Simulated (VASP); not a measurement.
Wanted: the native input for a VASP 6.6.1 run.

| Property | Result |
| --- | --- |
| Task | single point |
| Functional | PBE |
| Potentials or basis | VASP PAW PBE potentials, release 64 (K_sv, Br) |
| Cutoff | 520 eV |
| k mesh | 10 × 10 × 10 |
| Occupations | gaussian, width 0.05 eV |
| Spin | no spin polarisation |
| Dipole correction | no |
| Further INCAR settings | ALGO = Normal; EDIFF = 1e-06; NBANDS = 15 |

The structure of KBr lies in POSCAR:

```
KBr
1.0
    4.0434990000      0.0000000000      0.0000000000
    0.0000000000      4.0434990000      0.0000000000
    0.0000000000      0.0000000000      4.0434990000
K Br
1 1
Direct
    0.0000000000      0.0000000000      0.0000000000
    0.5000000000      0.5000000000      0.5000000000
```

The input as run:

INCAR

```
SYSTEM = KBr
PREC = Accurate
ENCUT = 520
EDIFF = 1E-6
ISMEAR = 0
SIGMA = 0.05
LREAL = .FALSE.
LASPH = .TRUE.
NELM = 60
ALGO = Normal
ISIF = 2
LWAVE = .FALSE.
LCHARG = .TRUE.
GGA = PE
LELF = .TRUE.
LVHAR = .TRUE.
NBANDS = 15
```

KPOINTS

```
regular mesh
0
G
  10 10 10
  0 0 0
```

Potentials or basis: VASP PAW PBE potentials, release 64 (K_sv, Br).

Run with:

```bash
$ cat potpaw_PBE.64/K_sv/POTCAR potpaw_PBE.64/Br/POTCAR > POTCAR
$ mpirun -np 1 vasp_std > vasp.out
```

Results of the run:

```yaml
Pressure: -0.1 GPa
Band_gap_on_the_k_mesh: 3.86 eV, indirect (least direct gap 4.12 eV)
```

It took 27 s on 1 thread of AMD EPYC 7R43 64-Core Processor (Zen 3), with other jobs on the host, peak memory 0.16 GiB.
